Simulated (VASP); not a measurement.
# Pb (Fm-3m) in VASP: further runs

Runs on Pb. Level: r2SCAN. Tasks: single point, relaxation of cell and atoms.

All numbers are computed with VASP 6.6.1; they aren't measurements. Logs are shortened: lines on timing, memory, paths and dates and some standing lists are left out, and cuts for length are marked.

## Step 1: The cell of the first run

It takes space group Fm-3m (No. 225, cubic). The conventional cell has a = 5.094 Å, b = 5.094 Å, c = 5.094 Å, α = 90.00°, β = 90.00°, γ = 90.00°. Within 4.7 Å of Pb (site symmetry m-3m) lie 12 Pb at 3.60 Å.

## Step 2: Single point, r2SCAN (volume scaled by 1.06)

File POSCAR:

```
Pb
1.0
    0.0000000000      2.5467828656      2.5467828656
    2.5467828656      0.0000000000      2.5467828656
    2.5467828656      2.5467828656      0.0000000000
Pb
1
Direct
    0.0000000000      0.0000000000      0.0000000000
```

File INCAR.step1:

```
SYSTEM = Pb
PREC = Accurate
ENCUT = 520
ISMEAR = 0
SIGMA = 0.1
LREAL = .FALSE.
LASPH = .TRUE.
NELM = 100
NBANDS = 13
GGA = PE
ALGO = Normal
EDIFF = 1E-4
LWAVE = .TRUE.
LCHARG = .FALSE.
```

File INCAR.step2:

```
SYSTEM = Pb
PREC = Accurate
ENCUT = 520
EDIFF = 1E-7
ISMEAR = 0
SIGMA = 0.1
LREAL = .FALSE.
LASPH = .TRUE.
NELM = 100
ALGO = Normal
ISIF = 2
LWAVE = .FALSE.
LCHARG = .FALSE.
METAGGA = R2SCAN
LMIXTAU = .TRUE.
NBANDS = 13
ISTART = 1
```

File KPOINTS:

```
Automatic mesh
0
G
  14 14 14
  0 0 0
```

Potentials or basis: VASP PAW PBE potentials, release 64 (Pb_d).

Launch:

```console
$ cat potpaw_PBE.64/Pb_d/POTCAR > POTCAR
$ cp INCAR.step1 INCAR
$ mpirun -np 1 vasp_std > vasp.out
$ cp INCAR.step2 INCAR
$ mpirun -np 1 vasp_std > vasp.out
```

OUTCAR:

```text
SYSTEM = Pb
   PREC = Accurate
   ENCUT = 520
   EDIFF = 1E-7
   ISMEAR = 0
   LREAL = .FALSE.
   LASPH = .TRUE.
   NELM = 100
   ISIF = 2
   METAGGA = R2SCAN
   ISTART = 1

 ion  position               nearest neighbor table
   1  0.000  0.000  0.000-

  LATTYP: Found a face centered cubic cell.
 ALAT       =     5.0935657312

  Lattice vectors:

 A1 = (   0.0000000000,   2.5467828656,   2.5467828656)
 A2 = (   2.5467828656,   0.0000000000,   2.5467828656)
 A3 = (   2.5467828656,   2.5467828656,   0.0000000000)

Analysis of symmetry for initial positions (statically):
=====================================================================
 Subroutine PRICEL returns:
 Original cell was already a primitive cell.

 Routine SETGRP: Setting up the symmetry group for a
 face centered cubic supercell.

 Subroutine GETGRP returns: Found 48 space group operations
[... 9 lines left out ...]

 Routine SETGRP: Setting up the symmetry group for a
 face centered cubic supercell.

 Subroutine GETGRP returns: Found 48 space group operations
[... 11 lines left out ...]
                                     Primitive cell

  volume of cell :      33.0374

  direct lattice vectors                    reciprocal lattice vectors
     0.000000000  2.546782866  2.546782866    -0.196326121  0.196326121  0.196326121
     2.546782866  0.000000000  2.546782866     0.196326121 -0.196326121  0.196326121
     2.546782866  2.546782866  0.000000000     0.196326121  0.196326121 -0.196326121

  length of vectors
     3.601694869  3.601694869  3.601694869     0.340046816  0.340046816  0.340046816

  position of ions in fractional coordinates (direct lattice)
     0.000000000  0.000000000  0.000000000

  ion indices of the primitive-cell ions
   primitive index   ion index
                 1           1

----------------------------------------------------------------------------------------

 KPOINTS: Automatic mesh

Automatic generation of k-mesh.
 Grid dimensions read from file:
 generate k-points for:   14   14   14

 Generating k-lattice:

  Cartesian coordinates                     Fractional coordinates (reciprocal lattice)
    -0.014023294  0.014023294  0.014023294     0.071428571  0.000000000  0.000000000
     0.014023294 -0.014023294  0.014023294     0.000000000  0.071428571  0.000000000
     0.014023294  0.014023294 -0.014023294     0.000000000  0.000000000  0.071428571

  Length of vectors
     0.024289058  0.024289058  0.024289058

  Shift w.r.t. Gamma in fractional coordinates (k-lattice)
     0.000000000  0.000000000  0.000000000

 Subroutine IBZKPT returns following result:
 ===========================================

 Found    104 irreducible k-points:

 Following reciprocal coordinates:
            Coordinates               Weight
  0.000000  0.000000  0.000000      1.000000
  0.071429  0.000000  0.000000      8.000000
  0.142857  0.000000  0.000000      8.000000
  0.214286  0.000000  0.000000      8.000000
  0.285714  0.000000  0.000000      8.000000
  0.357143  0.000000  0.000000      8.000000
[... 16 lines left out ...]
  0.214286  0.142857  0.000000     24.000000
  0.285714  0.142857  0.000000     24.000000
 [... further k-points ...]
   k-points           NKPTS =    104   k-points in BZ     NKDIM =    104   number of bands    NBANDS=     13
   number of dos      NEDOS =    301   number of ions     NIONS =      1
   total plane-waves  NPLWV =  21952
   dimension x,y,z NGX =    28 NGY =   28 NGZ =   28
   dimension x,y,z NGXF=    56 NGYF=   56 NGZF=   56
   ions per type =               1
   NGX,Y,Z   is equivalent  to a cutoff of  12.92, 12.92, 12.92 a.u.
   NGXF,Y,Z  is equivalent  to a cutoff of  25.85, 25.85, 25.85 a.u.
 SYSTEM =  Pb
   PREC   = accura    normal or accurate (medium, high low for compatibility)
   ISTART =      1    job   : 0-new  1-cont  2-samecut
   ICHARG =      0    charge: 1-file 2-atom 10-const
   ISPIN  =      1    spin polarized calculation?
   LNONCOLLINEAR =      F non collinear calculations
   LSORBIT =      F    spin-orbit coupling
   LASPH  =      T    aspherical Exc in radial PAW
   ENCUT  =  520.0 eV  38.22 Ry    6.18 a.u.   6.70  6.70  6.70*2*pi/ulx,y,z
   NELM   =    100;   NELMIN=  2; NELMDL=  0     # of ELM steps
   EDIFF  = 0.1E-06   stopping-criterion for ELM
   LREAL  =      F    real-space projection
   EDIFFG = 0.1E-05   stopping-criterion for IOM
   NSW    =      0    number of steps for IOM
   IBRION =     -1    ionic relax: 0-MD 1-quasi-New 2-CG
   NFREE  =      0    steps in history (QN), initial steepest desc. (CG)
   ISIF   =      2    stress and relaxation
   ISYM   =      2    0-nonsym 1-usesym 2-fastsym
   POTIM  = 0.5000    time-step for ionic-motion
   TEBEG  =    0.0;   TEEND  =   0.0 temperature during run
   PSTRESS=    0.0 pullay stress
   NELECT =      14.0000    total number of electrons
   NUPDOWN=      -1.0000    fix difference up-down
   EMIN   =  10.00;   EMAX   =-10.00  energy-range for DOS
   EFERMI =   0.00;   METHOD = LEGACY
   ISMEAR =     0;   SIGMA  =   0.10  broadening in eV -4-tet -1-fermi 0-gaus
   EFERMI_NEDOS =   21; number of points for ismear=-14 and -15
   IALGO  =     38    algorithm
   IMIX   =      4    mixing-type and parameters
     AMIX     =   0.40;   BMIX     =  1.00
     AMIX_MAG =   1.60;   BMIX_MAG =  1.00
  volume/ion in A,a.u.               =      33.04       222.95
  Fermi-wavevector in a.u.,A,eV,Ry     =   1.229652  2.323706 20.572612  1.512044
  Thomas-Fermi vector in A             =   2.364531
   LORBIT       =      0    0 simple, 1 ext, 2 COOP (PROOUT), +10 PAW based schemes
   METAGGA = R2SCAN    functional components
   LHFCALC =     F    Hartree Fock is set to
   AEXX    =    0.0000 exact exchange contribution
   IVDW    =     0    specifies the selected vdW correction
   LEPSILON=     F    determine dielectric tensor
   LRPA    =     F    only Hartree local field effects (RPA)
 non-spin polarized calculation
 Gauss-broadening in eV      SIGMA  =   0.10
  energy-cutoff  :      520.00
  volume of cell :       33.04
 maximum number of plane-waves:       911
   NGX = 13   NGY = 13   NGZ = 13

 number of electron      14.0000001 magnetization

 Free energy of the ion-electron system (eV)
  ---------------------------------------------------
  ext. energy  EPLUGINS =         0.00000000
  ---------------------------------------------------
  free energy    TOTEN  =       -56.27133063 eV

  energy without entropy =      -56.26892066  energy(sigma->0) =      -56.27012565

 E-fermi :   6.3015     XC(G=0): -10.4681

 val. band max:        6.2521546409   @ k =   0.3571   0.2857   0.0000
 cond. band min:       6.3542610009   @ k =  -0.2857   0.2857   0.0714
 fundamental gap:      0.1021063600
 Fermi energy:         6.3014970638

 k-point     1 :       0.0000    0.0000    0.0000
  band No.  band energies     occupation
      1     -11.3690      2.00000
      2     -11.3690      2.00000
      3     -11.3690      2.00000
      4     -11.2555      2.00000
      5     -11.2555      2.00000
      6      -5.4231      2.00000
      7      13.3340      0.00000
      8      13.3340      0.00000
      9      13.3340      0.00000
     10      16.6465      0.00000
     11      17.4568      0.00000
     12      18.7827      0.00000
     13      18.7827      0.00000

 k-point     2 :       0.0714    0.0000    0.0000
  band No.  band energies     occupation
      1     -11.3689      2.00000
      2     -11.3628      2.00000
      3     -11.3628      2.00000
      4     -11.2559      2.00000
      5     -11.2559      2.00000
      6      -5.3290      2.00000
      7      12.2286      0.00000
      8      13.2172      0.00000
      9      13.2172      0.00000
     10      16.3025      0.00000
     11      18.0308      0.00000
     12      18.9914      0.00000
     13      18.9914      0.00000

 k-point     3 :       0.1429    0.0000    0.0000
  band No.  band energies     occupation
      1     -11.3691      2.00000
      2     -11.3489      2.00000
      3     -11.3489      2.00000
      4     -11.2533      2.00000
      5     -11.2533      2.00000
      6      -5.0471      2.00000
      7      10.1645      0.00000
      8      12.9197      0.00000
      9      12.9197      0.00000
     10      15.8784      0.00000
     11      19.0488      0.00000
     12      19.4441      0.00000
     13      19.4441      0.00000

 k-point     4 :       0.2143    0.0000    0.0000
  band No.  band energies     occupation
      1     -11.3707      2.00000
      2     -11.3397      2.00000
      3     -11.3397      2.00000
      4     -11.2383      2.00000
      5     -11.2383      2.00000
      6      -4.5817      2.00000
      7       8.0191      0.00000
      8      12.5439      0.00000
      9      12.5439      0.00000
     10      15.5823      0.00000
     11      18.6654      0.00000
     12      19.0991      0.00000
     13      19.0991      0.00000

 k-point     5 :       0.2857    0.0000    0.0000
  band No.  band energies     occupation
      1     -11.3743      2.00000
      2     -11.3421      2.00000
      3     -11.3421      2.00000
      4     -11.2086      2.00000
      5     -11.2086      2.00000
      6      -3.9486      2.00000
      7       6.0111      1.99996
      8      12.1761      0.00000
      9      12.1761      0.00000
     10      15.4272      0.00000
     11      17.7429      0.00000
     12      18.4669      0.00000
     13      18.4669      0.00000
[... 257 lines left out ...]
 k-point    22 :       0.1429    0.1429    0.0000
  band No.  band energies     occupation
      1     -11.3940      2.00000
      2     -11.3230      2.00000
      3     -11.3230      2.00000
      4     -11.2820      2.00000
      5     -11.2363      2.00000
      6      -4.9218      2.00000
      7      10.9518      0.00000
      8      11.7648      0.00000
      9      11.7648      0.00000
     10      15.2024      0.00000
     11      17.1662      0.00000
     12      20.6885      0.00000
     13      20.9973      0.00000

 k-point    23 :       0.2143    0.1429    0.0000
  band No.  band energies     occupation
      1     -11.4014      2.00000
      2     -11.3101      2.00000
      3     -11.3039      2.00000
      4     -11.2848      2.00000
      5     -11.2229      2.00000
      6      -4.5799      2.00000
      7       9.3579      0.00000
      8      11.2416      0.00000
      9      11.4915      0.00000
     10      15.1705      0.00000
     11      16.3041      0.00000
     12      20.3776      0.00000
     13      21.5654      0.00000

 k-point    24 :       0.2857    0.1429    0.0000
  band No.  band energies     occupation
      1     -11.4010      2.00000
      2     -11.3206      2.00000
      3     -11.2977      2.00000
      4     -11.2619      2.00000
      5     -11.1971      2.00000
      6      -4.0610      2.00000
      7       7.4316      0.00000
      8      10.8463      0.00000
      9      11.0245      0.00000
     10      15.0594      0.00000
     11      16.5461      0.00000
     12      19.9201      0.00000
     13      20.9067      0.00000

 [... further k-points ...]
[... 5 lines left out ...]
  --------------------------------------------------------------------------------------
  -------------------------------------------------------------------------------------
  Total       -0.4578984     -0.4578984     -0.4578984     -0.0000000      0.0000000      0.0000000
  in kB      -22.2061830    -22.2061830    -22.2061830     -0.0000000      0.0000000      0.0000000
  external PRESSURE =     -22.2061830 kB  Pullay stress =       0.0000000 kB

 VOLUME and BASIS-vectors are now :
 -----------------------------------------------------------------------------
  energy-cutoff  :      520.00
  volume of cell :       33.04
      direct lattice vectors                 reciprocal lattice vectors
     0.000000000  2.546782866  2.546782866    -0.196326121  0.196326121  0.196326121
     2.546782866  0.000000000  2.546782866     0.196326121 -0.196326121  0.196326121
     2.546782866  2.546782866  0.000000000     0.196326121  0.196326121 -0.196326121

 POSITION                                       TOTAL-FORCE (eV/Angst)
 -----------------------------------------------------------------------------------
      0.00000      0.00000      0.00000         0.000000      0.000000      0.000000
 -----------------------------------------------------------------------------------
    total drift:                               -0.000000     -0.000000     -0.000000

  FREE ENERGIE OF THE ION-ELECTRON SYSTEM (eV)
  ---------------------------------------------------
  free  energy   TOTEN  =       -56.2713306343 eV

  energy  without entropy=      -56.2689206648  energy(sigma->0) =      -56.27012565
```

It took 1.7 min on 1 thread of Intel Xeon 6975P-C (Granite Rapids), shared host; peak memory 0.18 GiB.

Results:

```yaml
Free_energy: -56.2713 eV
Pressure: -2.2 GPa
Band_gap_on_the_k_mesh: zero (band 7 reaches 13.33 eV, above the bottom of band 8 at 4.88 eV)
```

Levels at points of the mesh, in eV from the Fermi level:
| k point | band 5 | band 6 | band 7 | band 8 | band 9 | band 10 |
| --- | --- | --- | --- | --- | --- | --- |
| (0.00, 0.00, 0.00) | -17.56 | -11.72 | 7.03 | 7.03 | 7.03 | 10.35 |
| (0.50, 0.00, 0.00) | -17.44 | -8.41 | -3.96 | 5.31 | 5.31 | 9.30 |
| (0.50, 0.50, 0.00) | -17.41 | -7.11 | -3.12 | 2.02 | 2.02 | 5.66 |

Caveat: the PAW data sets were made with another functional, which shifts forces and pressure a little; spin-orbit coupling is left out, which moves the levels of the heavy elements.

[end of part 1 of 2]
